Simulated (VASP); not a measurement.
# Ti (Fd-3m) in VASP: a series of runs

Runs on Ti. Level: LDA. Tasks: single point, relaxation of cell and atoms.

Everything below comes from runs of VASP 6.6.1. Logs are shortened: lines on timing, memory, paths and dates and some standing lists are left out, and cuts for length are marked.

## Step 1: The cell of the first run

It takes space group Fd-3m (No. 227, cubic). Conventional cell: a = 5.361 Å, b = 5.361 Å, c = 5.361 Å, α = 90.00°, β = 90.00°, γ = 90.00°. Within 3.1 Å of Ti (site symmetry -43m) lie 4 Ti at 2.32 Å.

## Step 2: Single point, LDA

The input, INCAR:

```
SYSTEM = Ti
PREC     = Accurate       ! precision mode
ENCUT    = 520            ! plane-wave cutoff, eV
EDIFF    = 1E-7           ! SCF threshold, eV
ISMEAR   = -1             ! smearing method
SIGMA    = 0.1            ! smearing width, eV
LREAL    = .FALSE.        ! projectors in reciprocal space
LASPH    = .TRUE.         ! aspherical terms in the spheres
NELM     = 80             ! most SCF steps
ALGO     = Normal         ! electronic algorithm
ISIF     = 2              ! what is computed and relaxed
LWAVE    = .FALSE.        ! write WAVECAR
LCHARG   = .FALSE.        ! write CHGCAR
GGA      = CA             ! functional
NBANDS   = 19             ! bands
```

The input, KPOINTS:

```
Automatic mesh
0
G
  17 17 17
  0 0 0
```

The input, POSCAR:

```
Ti
1.0
    0.0000000000      2.6804349531      2.6804349531
    2.6804349531      0.0000000000      2.6804349531
    2.6804349531      2.6804349531      0.0000000000
Ti
2
Direct
    0.1250000000      0.1250000000      0.1250000000
    0.8750000000      0.8750000000      0.8750000000
```

Potentials or basis: VASP PAW LDA potentials, release 64 (Ti_sv).

Launch:

```sh
$ cat potpaw_LDA.64/Ti_sv/POTCAR > POTCAR
$ mpirun -np 1 vasp_std > vasp.out
```

OUTCAR:

```text
SYSTEM = Ti
   PREC = Accurate
   ENCUT = 520
   EDIFF = 1E-7
   ISMEAR = -1
   LREAL = .FALSE.
   LASPH = .TRUE.
   NELM = 80
   ISIF = 2
   GGA = CA

 ion  position               nearest neighbor table
   1  0.125  0.125  0.125-   2 2.32   2 2.32   2 2.32   2 2.32
   2  0.875  0.875  0.875-   1 2.32   1 2.32   1 2.32   1 2.32

  LATTYP: Found a face centered cubic cell.
 ALAT       =     5.3608699062

  Lattice vectors:

 A1 = (   0.0000000000,   2.6804349531,   2.6804349531)
 A2 = (   2.6804349531,   0.0000000000,   2.6804349531)
 A3 = (   2.6804349531,   2.6804349531,   0.0000000000)

Analysis of symmetry for initial positions (statically):
=====================================================================
 Subroutine PRICEL returns:
 Original cell was already a primitive cell.

 Routine SETGRP: Setting up the symmetry group for a
 face centered cubic supercell.

 Subroutine GETGRP returns: Found 48 space group operations
 (whereof 12 operations were pure point group operations)
 out of a pool of 48 trial point group operations.

The static configuration has the point symmetry D_3d.
 The point group associated with its full space group is O_h .

Analysis of symmetry for dynamics (positions and initial velocities):
=====================================================================
 Subroutine PRICEL returns:
 Original cell was already a primitive cell.

 Routine SETGRP: Setting up the symmetry group for a
 face centered cubic supercell.

 Subroutine GETGRP returns: Found 48 space group operations
 (whereof 12 operations were pure point group operations)
 out of a pool of 48 trial point group operations.

The dynamic configuration has the point symmetry D_3d.
 The point group associated with its full space group is O_h .

 Subroutine INISYM returns: Found 48 space group operations
 (whereof 12 operations are pure point group operations),
 and found     1 'primitive' translations

----------------------------------------------------------------------------------------

                                     Primitive cell

  volume of cell :      38.5164

  direct lattice vectors                    reciprocal lattice vectors
     0.000000000  2.680434953  2.680434953    -0.186536890  0.186536890  0.186536890
     2.680434953  0.000000000  2.680434953     0.186536890 -0.186536890  0.186536890
     2.680434953  2.680434953  0.000000000     0.186536890  0.186536890 -0.186536890

  length of vectors
     3.790707464  3.790707464  3.790707464     0.323091371  0.323091371  0.323091371

  position of ions in fractional coordinates (direct lattice)
     0.125000000  0.125000000  0.125000000
     0.875000000  0.875000000  0.875000000

  ion indices of the primitive-cell ions
   primitive index   ion index
                 1           1
                 2           2

----------------------------------------------------------------------------------------

 KPOINTS: Automatic mesh

Automatic generation of k-mesh.
 Grid dimensions read from file:
 generate k-points for:   17   17   17

 Generating k-lattice:

  Cartesian coordinates                     Fractional coordinates (reciprocal lattice)
    -0.010972758  0.010972758  0.010972758     0.058823529  0.000000000  0.000000000
     0.010972758 -0.010972758  0.010972758     0.000000000  0.058823529  0.000000000
     0.010972758  0.010972758 -0.010972758     0.000000000  0.000000000  0.058823529

  Length of vectors
     0.019005375  0.019005375  0.019005375

  Shift w.r.t. Gamma in fractional coordinates (k-lattice)
     0.000000000  0.000000000  0.000000000

 Subroutine IBZKPT returns following result:
 ===========================================

 Found    165 irreducible k-points:

 Following reciprocal coordinates:
            Coordinates               Weight
  0.000000  0.000000  0.000000      1.000000
  0.058824  0.000000  0.000000      8.000000
  0.117647  0.000000  0.000000      8.000000
  0.176471  0.000000  0.000000      8.000000
  0.235294  0.000000  0.000000      8.000000
  0.294118  0.000000  0.000000      8.000000
[... 16 lines left out ...]
 -0.176471  0.058824  0.000000     24.000000
 -0.117647  0.058824  0.000000     24.000000
 [... further k-points ...]
   k-points           NKPTS =    165   k-points in BZ     NKDIM =    165   number of bands    NBANDS=     19
   number of dos      NEDOS =    301   number of ions     NIONS =      2
   total plane-waves  NPLWV =  21952
   dimension x,y,z NGX =    28 NGY =   28 NGZ =   28
   dimension x,y,z NGXF=    56 NGYF=   56 NGZF=   56
   ions per type =               2
   NGX,Y,Z   is equivalent  to a cutoff of  12.28, 12.28, 12.28 a.u.
   NGXF,Y,Z  is equivalent  to a cutoff of  24.56, 24.56, 24.56 a.u.
 SYSTEM =  Ti
   PREC   = accura    normal or accurate (medium, high low for compatibility)
   ISTART =      0    job   : 0-new  1-cont  2-samecut
   ICHARG =      2    charge: 1-file 2-atom 10-const
   ISPIN  =      1    spin polarized calculation?
   LNONCOLLINEAR =      F non collinear calculations
   LSORBIT =      F    spin-orbit coupling
   LASPH  =      T    aspherical Exc in radial PAW
   ENCUT  =  520.0 eV  38.22 Ry    6.18 a.u.   7.05  7.05  7.05*2*pi/ulx,y,z
   NELM   =     80;   NELMIN=  2; NELMDL= -5     # of ELM steps
   EDIFF  = 0.1E-06   stopping-criterion for ELM
   LREAL  =      F    real-space projection
   EDIFFG = 0.1E-05   stopping-criterion for IOM
   NSW    =      0    number of steps for IOM
   IBRION =     -1    ionic relax: 0-MD 1-quasi-New 2-CG
   NFREE  =      0    steps in history (QN), initial steepest desc. (CG)
   ISIF   =      2    stress and relaxation
   ISYM   =      2    0-nonsym 1-usesym 2-fastsym
   POTIM  = 0.5000    time-step for ionic-motion
   TEBEG  =    0.0;   TEEND  =   0.0 temperature during run
   PSTRESS=    0.0 pullay stress
   NELECT =      24.0000    total number of electrons
   NUPDOWN=      -1.0000    fix difference up-down
   EMIN   =  10.00;   EMAX   =-10.00  energy-range for DOS
   EFERMI =   0.00;   METHOD = LEGACY
   ISMEAR =    -1;   SIGMA  =   0.10  broadening in eV -4-tet -1-fermi 0-gaus
   EFERMI_NEDOS =   21; number of points for ismear=-14 and -15
   IALGO  =     38    algorithm
   IMIX   =      4    mixing-type and parameters
     AMIX     =   0.40;   BMIX     =  1.00
     AMIX_MAG =   1.60;   BMIX_MAG =  1.00
  volume/ion in A,a.u.               =      19.26       129.96
  Fermi-wavevector in a.u.,A,eV,Ry     =   1.398288  2.642381 26.602239  1.955209
  Thomas-Fermi vector in A             =   2.521461
   LORBIT       =      0    0 simple, 1 ext, 2 COOP (PROOUT), +10 PAW based schemes
   GGA     = CA    functional components
   LHFCALC =     F    Hartree Fock is set to
   AEXX    =    0.0000 exact exchange contribution
   IVDW    =     0    specifies the selected vdW correction
   LEPSILON=     F    determine dielectric tensor
   LRPA    =     F    only Hartree local field effects (RPA)
 non-spin polarized calculation
  energy-cutoff  :      520.00
  volume of cell :       38.52
 maximum number of plane-waves:      1048
   NGX = 15   NGY = 15   NGZ = 15

 number of electron      23.9999987 magnetization

 Free energy of the ion-electron system (eV)
  ---------------------------------------------------
  ext. energy  EPLUGINS =         0.00000000
  ---------------------------------------------------
  free energy    TOTEN  =       -12.61163303 eV

  energy without entropy =      -12.43460567  energy(sigma->0) =      -12.52311935

 E-fermi :   6.6738     XC(G=0): -10.9705

 val. band max:        6.6718464512   @ k =   0.3529   0.0588   0.0000
 cond. band min:       6.6760841764   @ k =   0.2941   0.2353   0.0588
 fundamental gap:      0.0042377252
 Fermi energy:         6.6738086438

 k-point     1 :       0.0000    0.0000    0.0000
  band No.  band energies     occupation
      1     -49.3440      2.00000
      2     -48.4362      2.00000
      3     -26.2142      2.00000
      4     -26.2142      2.00000
      5     -26.2142      2.00000
      6     -25.0858      2.00000
[... 11 lines left out ...]
     18      11.3456      0.00000
     19      11.3456      0.00000

 k-point     2 :       0.0588    0.0000    0.0000
  band No.  band energies     occupation
      1     -49.3384      2.00000
      2     -48.4422      2.00000
      3     -26.2199      2.00000
      4     -26.2199      2.00000
      5     -26.2151      2.00000
      6     -25.0855      2.00000
[... 11 lines left out ...]
     18      11.3412      0.00000
     19      11.3412      0.00000

 k-point     3 :       0.1176    0.0000    0.0000
  band No.  band energies     occupation
      1     -49.3220      2.00000
      2     -48.4599      2.00000
      3     -26.2359      2.00000
      4     -26.2359      2.00000
      5     -26.2177      2.00000
      6     -25.0844      2.00000
[... 11 lines left out ...]
     18      11.3264      0.00000
     19      11.3264      0.00000

 k-point     4 :       0.1765    0.0000    0.0000
  band No.  band energies     occupation
      1     -49.2958      2.00000
      2     -48.4881      2.00000
      3     -26.2593      2.00000
      4     -26.2593      2.00000
      5     -26.2221      2.00000
      6     -25.0822      2.00000
[... 11 lines left out ...]
     18      11.2961      0.00000
     19      11.2961      0.00000

 k-point     5 :       0.2353    0.0000    0.0000
  band No.  band energies     occupation
      1     -49.2615      2.00000
      2     -48.5248      2.00000
      3     -26.2862      2.00000
      4     -26.2862      2.00000
      5     -26.2283      2.00000
      6     -25.0787      2.00000
[... 11 lines left out ...]
     18      11.2435      0.00000
     19      11.2435      0.00000
[... 334 lines left out ...]
      2     -48.5860      2.00000
      3     -26.3581      2.00000
      4     -26.3153      2.00000
      5     -26.2075      2.00000
      6     -25.0986      2.00000
[... 11 lines left out ...]
     18      10.9052      0.00000
     19      11.2977      0.00000

 k-point    22 :      -0.2353    0.0588    0.0000
  band No.  band energies     occupation
      1     -49.2441      2.00000
      2     -48.5433      2.00000
      3     -26.3301      2.00000
      4     -26.2883      2.00000
      5     -26.2061      2.00000
      6     -25.0990      2.00000
[... 11 lines left out ...]
     18      11.0253      0.00000
     19      11.3700      0.00000

 k-point    23 :      -0.1765    0.0588    0.0000
  band No.  band energies     occupation
      1     -49.2804      2.00000
      2     -48.5046      2.00000
      3     -26.2986      2.00000
      4     -26.2616      2.00000
      5     -26.2058      2.00000
      6     -25.0981      2.00000
[... 11 lines left out ...]
     18      11.1270      0.00000
     19      11.4022      0.00000

 k-point    24 :      -0.1176    0.0588    0.0000
  band No.  band energies     occupation
      1     -49.3094      2.00000
      2     -48.4735      2.00000
      3     -26.2672      2.00000
      4     -26.2390      2.00000
      5     -26.2072      2.00000
      6     -25.0954      2.00000
[... 11 lines left out ...]
     18      11.2119      0.00000
     19      11.4028      0.00000

 [... further k-points ...]

------------------------ aborting loop because EDIFF is reached ----------------------------------------

  FORCE on cell =-STRESS in cart. coord.  units (eV):
  Direction    XX          YY          ZZ          XY          YZ          ZX
  --------------------------------------------------------------------------------------
  -------------------------------------------------------------------------------------
  Total        0.1196150      0.1196150      0.1196150     -0.0000000      0.0000000      0.0000000
  in kB        4.9756569      4.9756569      4.9756569     -0.0000000      0.0000000      0.0000000
  external PRESSURE =       4.9756569 kB  Pullay stress =       0.0000000 kB

 VOLUME and BASIS-vectors are now :
 -----------------------------------------------------------------------------
  energy-cutoff  :      520.00
  volume of cell :       38.52
      direct lattice vectors                 reciprocal lattice vectors
     0.000000000  2.680434953  2.680434953    -0.186536890  0.186536890  0.186536890
     2.680434953  0.000000000  2.680434953     0.186536890 -0.186536890  0.186536890
     2.680434953  2.680434953  0.000000000     0.186536890  0.186536890 -0.186536890

 POSITION                                       TOTAL-FORCE (eV/Angst)
 -----------------------------------------------------------------------------------
      0.67011      0.67011      0.67011         0.000000      0.000000      0.000000
      4.69076      4.69076      4.69076        -0.000000     -0.000000     -0.000000
 -----------------------------------------------------------------------------------
    total drift:                                0.000000     -0.000000     -0.000000

  FREE ENERGIE OF THE ION-ELECTRON SYSTEM (eV)
  ---------------------------------------------------
  free  energy   TOTEN  =       -12.6116330253 eV

  energy  without entropy=      -12.4346056659  energy(sigma->0) =      -12.52311935
```

Wall time 44 s (1 thread of Intel Xeon 6975P-C (Granite Rapids), shared host); peak memory 0.21 GiB.

Results:

```yaml
Free_energy: -12.6116 eV
Pressure: 0.5 GPa
Band_gap_on_the_k_mesh: zero (band 12 reaches 6.90 eV, above the bottom of band 13 at 6.47 eV)
```

(Continued in part 2 of 2.)
